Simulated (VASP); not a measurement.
# TaN (P6_3/mmc) in VASP: a series of runs

Runs on TaN. Level: PBEsol. Tasks: single point.

Everything below comes from runs of VASP 6.6.1. Logs are shortened: lines on timing, memory, paths and dates and some standing lists are left out, and cuts for length are marked.

### 1 The cell of the first run

It takes space group P6_3/mmc (No. 194, hexagonal). Conventional cell: a = 3.048 Å, b = 3.048 Å, c = 5.016 Å, α = 90.00°, β = 90.00°, γ = 120.00°. Ta (site symmetry -3m) has 6 N at 2.16 Å and 2 Ta at 2.51 Å within 2.9 Å. Within 2.9 Å of N (site symmetry -6m2) lie 6 Ta at 2.16 Å.

### 2 Single point, PBEsol (zz strain of +2 %)

INCAR reads:

```
SYSTEM = TaN
PREC     = Accurate       ! precision mode
ENCUT    = 520            ! plane-wave cutoff, eV
EDIFF    = 1E-7           ! SCF threshold, eV
ISMEAR   = -1             ! smearing method
SIGMA    = 0.01           ! smearing width, eV
LREAL    = .False.        ! projectors in reciprocal space
LASPH    = .True.         ! aspherical terms in the spheres
NELM     = 100            ! most SCF steps
ALGO     = Normal         ! electronic algorithm
ISIF     = 2              ! what is computed and relaxed
LWAVE    = .False.        ! write WAVECAR
LCHARG   = .True.         ! write CHGCAR
GGA      = PS             ! functional
LELF     = .True.         ! ELF
LVHAR    = .True.       
NBANDS   = 24             ! bands
```

KPOINTS reads:

```
regular mesh
0
Gamma
  11 11 6
  0 0 0
```

POSCAR reads:

```
TaN
1.0
    3.0480019786      0.0000000000      0.0000000000
   -1.5240009893      2.6396471442      0.0000000000
    0.0000000000      0.0000000000      5.0163600000
Ta N
2 2
Direct
    0.0000000000      0.0000000000      0.0000000000
    0.0000000000      0.0000000000      0.5000000000
    0.3333333333      0.6666666667      0.2500000000
    0.6666666667      0.3333333333      0.7500000000
```

Potentials or basis: VASP PAW PBE potentials, release 64 (Ta_pv, N).

Launch:

```sh
$ cat potpaw_PBE.64/Ta_pv/POTCAR potpaw_PBE.64/N/POTCAR > POTCAR
$ mpirun -np 1 vasp_std > vasp.out
```

OUTCAR:

```text
SYSTEM = TaN
   PREC = Accurate
   ENCUT = 520
   EDIFF = 1E-7
   ISMEAR = -1
   LREAL = .False.
   LASPH = .True.
   NELM = 100
   ISIF = 2
   GGA = PS

 ion  position               nearest neighbor table
   1  0.000  0.000  0.000-   3 2.16   4 2.16   3 2.16   4 2.16   4 2.16   3 2.16   2 2.51   2 2.51

   2  0.000  0.000  0.500-   3 2.16   4 2.16   3 2.16   4 2.16   4 2.16   3 2.16   1 2.51   1 2.51

   3  0.333  0.667  0.250-   1 2.16   2 2.16   1 2.16   2 2.16   1 2.16   2 2.16
   4  0.667  0.333  0.750-   1 2.16   2 2.16   1 2.16   2 2.16   1 2.16   2 2.16

  LATTYP: Found a hexagonal cell.
 ALAT       =     3.0480019786
 C/A-ratio  =     1.6457863332

  Lattice vectors:

 A1 = (   3.0480019786,   0.0000000000,   0.0000000000)
 A2 = (  -1.5240009893,   2.6396471442,   0.0000000000)
 A3 = (   0.0000000000,   0.0000000000,   5.0163600000)

Analysis of symmetry for initial positions (statically):
=====================================================================
 Subroutine PRICEL returns:
 Original cell was already a primitive cell.

 Routine SETGRP: Setting up the symmetry group for a
 hexagonal supercell.

 Subroutine GETGRP returns: Found 24 space group operations
 (whereof 12 operations were pure point group operations)
 out of a pool of 24 trial point group operations.

The static configuration has the point symmetry D_3d.
 The point group associated with its full space group is D_6h.

Analysis of symmetry for dynamics (positions and initial velocities):
=====================================================================
 Subroutine PRICEL returns:
 Original cell was already a primitive cell.

 Routine SETGRP: Setting up the symmetry group for a
 hexagonal supercell.

 Subroutine GETGRP returns: Found 24 space group operations
 (whereof 12 operations were pure point group operations)
 out of a pool of 24 trial point group operations.

The dynamic configuration has the point symmetry D_3d.
 The point group associated with its full space group is D_6h.

 Subroutine INISYM returns: Found 24 space group operations
 (whereof 12 operations are pure point group operations),
 and found     1 'primitive' translations

----------------------------------------------------------------------------------------

                                     Primitive cell

  volume of cell :      40.3599

  direct lattice vectors                    reciprocal lattice vectors
     3.048001979  0.000000000  0.000000000     0.328083777  0.189419257  0.000000000
    -1.524000989  2.639647144  0.000000000     0.000000000  0.378838513  0.000000000
     0.000000000  0.000000000  5.016360000     0.000000000  0.000000000  0.199347734

  length of vectors
     3.048001979  3.048001979  5.016360000     0.378838513  0.378838513  0.199347734

  position of ions in fractional coordinates (direct lattice)
     0.000000000  0.000000000  0.000000000
     0.000000000  0.000000000  0.500000000
     0.333333333  0.666666667  0.250000000
     0.666666667  0.333333333  0.750000000

  ion indices of the primitive-cell ions
   primitive index   ion index
                 1           1
                 2           2
                 3           3
                 4           4

----------------------------------------------------------------------------------------

 KPOINTS: regular mesh

Automatic generation of k-mesh.
 Grid dimensions read from file:
 generate k-points for:   11   11    6

 Generating k-lattice:

  Cartesian coordinates                     Fractional coordinates (reciprocal lattice)
     0.029825798  0.017219932  0.000000000     0.090909091 -0.000000000  0.000000000
     0.000000000  0.034439865  0.000000000     0.000000000  0.090909091  0.000000000
     0.000000000  0.000000000  0.033224622     0.000000000  0.000000000  0.166666667

  Length of vectors
     0.034439865  0.034439865  0.033224622

  Shift w.r.t. Gamma in fractional coordinates (k-lattice)
     0.000000000  0.000000000  0.000000000

 Subroutine IBZKPT returns following result:
 ===========================================

 Found     64 irreducible k-points:

 Following reciprocal coordinates:
            Coordinates               Weight
  0.000000  0.000000  0.000000      1.000000
  0.090909 -0.000000  0.000000      6.000000
  0.181818 -0.000000  0.000000      6.000000
  0.272727  0.000000  0.000000      6.000000
  0.363636 -0.000000  0.000000      6.000000
  0.454545 -0.000000  0.000000      6.000000
[... 16 lines left out ...]
  0.090909  0.090909  0.166667     12.000000
  0.181818  0.090909  0.166667     24.000000
 [... further k-points ...]
   k-points           NKPTS =     64   k-points in BZ     NKDIM =     64   number of bands    NBANDS=     24
   number of dos      NEDOS =    301   number of ions     NIONS =      4
   total plane-waves  NPLWV =  23040
   dimension x,y,z NGX =    24 NGY =   24 NGZ =   40
   dimension x,y,z NGXF=    48 NGYF=   48 NGZF=   80
   ions per type =               2   2
   NGX,Y,Z   is equivalent  to a cutoff of  13.09, 13.09, 13.26 a.u.
   NGXF,Y,Z  is equivalent  to a cutoff of  26.18, 26.18, 26.51 a.u.
 SYSTEM =  TaN
   PREC   = accura    normal or accurate (medium, high low for compatibility)
   ISTART =      0    job   : 0-new  1-cont  2-samecut
   ICHARG =      2    charge: 1-file 2-atom 10-const
   ISPIN  =      1    spin polarized calculation?
   LNONCOLLINEAR =      F non collinear calculations
   LSORBIT =      F    spin-orbit coupling
   LASPH  =      T    aspherical Exc in radial PAW
   ENCUT  =  520.0 eV  38.22 Ry    6.18 a.u.   5.67  5.67  9.33*2*pi/ulx,y,z
   NELM   =    100;   NELMIN=  2; NELMDL= -5     # of ELM steps
   EDIFF  = 0.1E-06   stopping-criterion for ELM
   LREAL  =      F    real-space projection
   EDIFFG = 0.1E-05   stopping-criterion for IOM
   NSW    =      0    number of steps for IOM
   IBRION =     -1    ionic relax: 0-MD 1-quasi-New 2-CG
   NFREE  =      0    steps in history (QN), initial steepest desc. (CG)
   ISIF   =      2    stress and relaxation
   ISYM   =      2    0-nonsym 1-usesym 2-fastsym
   POTIM  = 0.5000    time-step for ionic-motion
   TEBEG  =    0.0;   TEEND  =   0.0 temperature during run
   PSTRESS=    0.0 pullay stress
   NELECT =      32.0000    total number of electrons
   NUPDOWN=      -1.0000    fix difference up-down
   EMIN   =  10.00;   EMAX   =-10.00  energy-range for DOS
   EFERMI =   0.00;   METHOD = LEGACY
   ISMEAR =    -1;   SIGMA  =   0.01  broadening in eV -4-tet -1-fermi 0-gaus
   EFERMI_NEDOS =   21; number of points for ismear=-14 and -15
   IALGO  =     38    algorithm
   IMIX   =      4    mixing-type and parameters
     AMIX     =   0.40;   BMIX     =  1.00
     AMIX_MAG =   1.60;   BMIX_MAG =  1.00
  volume/ion in A,a.u.               =      10.09        68.09
  Fermi-wavevector in a.u.,A,eV,Ry     =   1.515217  2.863345 31.237386  2.295883
  Thomas-Fermi vector in A             =   2.624771
   LORBIT       =      0    0 simple, 1 ext, 2 COOP (PROOUT), +10 PAW based schemes
   GGA     = PS    functional components
   LHFCALC =     F    Hartree Fock is set to
   AEXX    =    0.0000 exact exchange contribution
   IVDW    =     0    specifies the selected vdW correction
   LEPSILON=     F    determine dielectric tensor
   LRPA    =     F    only Hartree local field effects (RPA)
 non-spin polarized calculation
  energy-cutoff  :      520.00
  volume of cell :       40.36
 maximum number of plane-waves:      1105
 NGX is ok and might be reduce to    24
   NGX = 11   NGY = 11   NGZ = 19

 number of electron      32.0000002 magnetization

 Free energy of the ion-electron system (eV)
  ---------------------------------------------------
  ext. energy  EPLUGINS =         0.00000000
  ---------------------------------------------------
  free energy    TOTEN  =       -44.78712413 eV

  energy without entropy =      -44.78610544  energy(sigma->0) =      -44.78661479

 E-fermi :   9.3788     XC(G=0): -13.8027

 val. band max:        9.3730002523   @ k =   0.3636  -0.0000   0.1667
 cond. band min:       9.3812268447   @ k =   0.0000   0.0000   0.5000
 fundamental gap:      0.0082265924
 Fermi energy:         9.3788052535

 k-point     1 :       0.0000    0.0000    0.0000
  band No.  band energies     occupation
      1     -27.4269      2.00000
      2     -25.7560      2.00000
      3     -25.7560      2.00000
      4     -25.4388      2.00000
      5     -25.4388      2.00000
      6     -24.7776      2.00000
[... 16 lines left out ...]
     23      14.2455      0.00000
     24      15.6819      0.00000

 k-point     2 :       0.0909   -0.0000    0.0000
  band No.  band energies     occupation
      1     -27.4089      2.00000
      2     -25.8326      2.00000
      3     -25.7719      2.00000
      4     -25.4985      2.00000
      5     -25.4517      2.00000
      6     -24.7704      2.00000
[... 16 lines left out ...]
     23      14.6952      0.00000
     24      15.6387      0.00000

 k-point     3 :       0.1818   -0.0000    0.0000
  band No.  band energies     occupation
      1     -27.3604      2.00000
      2     -26.0324      2.00000
      3     -25.8143      2.00000
      4     -25.6559      2.00000
      5     -25.4862      2.00000
      6     -24.7511      2.00000
[... 16 lines left out ...]
     23      15.7028      0.00000
     24      15.8102      0.00000

 k-point     4 :       0.2727    0.0000    0.0000
  band No.  band energies     occupation
      1     -27.2961      2.00000
      2     -26.2826      2.00000
      3     -25.8694      2.00000
      4     -25.8561      2.00000
      5     -25.5309      2.00000
      6     -24.7257      2.00000
[... 16 lines left out ...]
     23      16.3232      0.00000
     24      16.3358      0.00000

 k-point     5 :       0.3636   -0.0000    0.0000
  band No.  band energies     occupation
      1     -27.2364      2.00000
      2     -26.5021      2.00000
      3     -26.0345      2.00000
      4     -25.9194      2.00000
      5     -25.5717      2.00000
      6     -24.7021      2.00000
[... 16 lines left out ...]
     23      16.6227      0.00000
     24      16.7562      0.00000

 k-point     6 :       0.4545   -0.0000    0.0000
  band No.  band energies     occupation
      1     -27.2008      2.00000
      2     -26.6280      2.00000
      3     -26.1382      2.00000
      4     -25.9488      2.00000
      5     -25.5958      2.00000
      6     -24.6881      2.00000
[... 16 lines left out ...]
     23      15.8135      0.00000
     24      16.8704      0.00000
[... 379 lines left out ...]
 k-point    21 :       0.3636   -0.0000    0.1667
  band No.  band energies     occupation
      1     -27.0884      2.00000
      2     -26.4724      2.00000
      3     -26.0671      2.00000
      4     -25.8969      2.00000
      5     -25.5958      2.00000
      6     -24.8982      2.00000
[... 16 lines left out ...]
     23      16.3814      0.00000
     24      16.5349      0.00000

 k-point    22 :       0.4545   -0.0000    0.1667
  band No.  band energies     occupation
      1     -27.0537      2.00000
      2     -26.5965      2.00000
      3     -26.1729      2.00000
      4     -25.9260      2.00000
      5     -25.6203      2.00000
      6     -24.8822      2.00000
[... 16 lines left out ...]
     23      15.7525      0.00000
     24      16.5782      0.00000

 k-point    23 :       0.0909    0.0909    0.1667
  band No.  band energies     occupation
      1     -27.2241      2.00000
      2     -25.9432      2.00000
      3     -25.7846      2.00000
      4     -25.6281      2.00000
      5     -25.5018      2.00000
      6     -24.9620      2.00000
[... 16 lines left out ...]
     23      14.9197      0.00000
     24      15.4915      0.00000

 k-point    24 :       0.1818    0.0909    0.1667
  band No.  band energies     occupation
      1     -27.1691      2.00000
      2     -26.1536      2.00000
      3     -25.8445      2.00000
      4     -25.8004      2.00000
      5     -25.5515      2.00000
      6     -24.9357      2.00000
[... 16 lines left out ...]
     23      15.5313      0.00000
     24      16.0142      0.00000

 [... further k-points ...]
[... 5 lines left out ...]
  --------------------------------------------------------------------------------------
  -------------------------------------------------------------------------------------
  Total        3.4125573      3.4125573     21.6452464      0.0000000      0.0000000     -0.0000000
  in kB      135.4692470    135.4692470    859.2574366      0.0000000      0.0000000     -0.0000000
  external PRESSURE =     376.7319768 kB  Pullay stress =       0.0000000 kB

 VOLUME and BASIS-vectors are now :
 -----------------------------------------------------------------------------
  energy-cutoff  :      520.00
  volume of cell :       40.36
      direct lattice vectors                 reciprocal lattice vectors
     3.048001979  0.000000000  0.000000000     0.328083777  0.189419257  0.000000000
    -1.524000989  2.639647144  0.000000000     0.000000000  0.378838513  0.000000000
     0.000000000  0.000000000  5.016360000     0.000000000  0.000000000  0.199347734

 POSITION                                       TOTAL-FORCE (eV/Angst)
 -----------------------------------------------------------------------------------
      0.00000      0.00000      0.00000         0.000000      0.000000      0.000000
      0.00000      0.00000      2.50818         0.000000      0.000000      0.000000
     -0.00000      1.75976      1.25409        -0.000000     -0.000000     -0.000000
      1.52400      0.87988      3.76227         0.000000      0.000000      0.000000
 -----------------------------------------------------------------------------------
    total drift:                               -0.000000      0.000000      0.000000

  FREE ENERGIE OF THE ION-ELECTRON SYSTEM (eV)
  ---------------------------------------------------
  free  energy   TOTEN  =       -44.7871241326 eV

  energy  without entropy=      -44.7861054378  energy(sigma->0) =      -44.78661479
```

Wall time 21 s (1 thread of Intel Xeon 6975P-C (Granite Rapids), shared host); peak memory 0.19 GiB.

Results:

* Free energy: -44.7871 eV
* Pressure: 37.7 GPa
* Band gap on the k mesh: zero (band 16 reaches 10.06 eV, above the bottom of band 17 at 7.86 eV)

Caveat: the cell differs from its parent crystal (zz strain of +2 %); the PAW data sets were made with another functional, which shifts forces and pressure a little; spin-orbit coupling is left out, which moves the levels of the heavy elements.

### 3 Single point, PBEsol (volume scaled by 1.02)

INCAR reads:

```
SYSTEM = TaN
PREC = Accurate ; ENCUT = 520
EDIFF = 1E-6 ; ISMEAR = -1
SIGMA = 0.01 ; LREAL = .FALSE.
LASPH = .TRUE. ; NELM = 100
ALGO = Normal ; ISIF = 2
LWAVE = .FALSE. ; LCHARG = .TRUE.
GGA = PS ; LELF = .TRUE.
LVHAR = .TRUE. ; NBANDS = 24
```

KPOINTS reads:

```
regular mesh
0
G
  11 11 6
  0 0 0
```

POSCAR reads:

```
TaN
1.0
    3.0681880104      0.0000000000      0.0000000000
   -1.5340940052      2.6571287606      0.0000000000
    0.0000000000      0.0000000000      4.9505704856
Ta N
2 2
Direct
    0.0000000000      0.0000000000      0.0000000000
    0.0000000000      0.0000000000      0.5000000000
    0.3333333333      0.6666666667      0.2500000000
    0.6666666667      0.3333333333      0.7500000000
```

Potentials or basis: VASP PAW PBE potentials, release 64 (Ta_pv, N).

Launch:

```sh
$ cat potpaw_PBE.64/Ta_pv/POTCAR potpaw_PBE.64/N/POTCAR > POTCAR
$ mpirun -np 1 vasp_std > vasp.out
```

Wall time 18 s (1 thread of Intel Xeon 6975P-C (Granite Rapids), shared host); peak memory 0.19 GiB.

The run converged. Its results:

```
Free energy            : -44.5369 eV
Pressure               : 39.9 GPa
Band gap on the k mesh : zero (band 16 reaches 10.21 eV, above the bottom of band 17 at 7.67 eV)
```

Stress tensor (GPa, compression positive):
```
14.32  0.00  0.00
 0.00 14.32  0.00
 0.00  0.00 91.13
```

Levels at points of the mesh, in eV from the Fermi level:
```tsv
k point	band 12	band 13	band 14	band 15	band 16	band 17	band 18	band 19	band 20	band 21
(0.00, 0.00, 0.00)	-5.23	-3.59	-3.59	-3.58	-1.86	-1.86	-0.66	-0.66	2.60	4.27
(0.00, 0.00, 0.50)	-6.30	-6.30	-6.30	-0.03	-0.03	-0.03	-0.03	-0.03	-0.03	4.51
```

Caveat: the PAW data sets were made with another functional, which shifts forces and pressure a little; spin-orbit coupling is left out, which moves the levels of the heavy elements.

(Continued in part 2 of 2.)
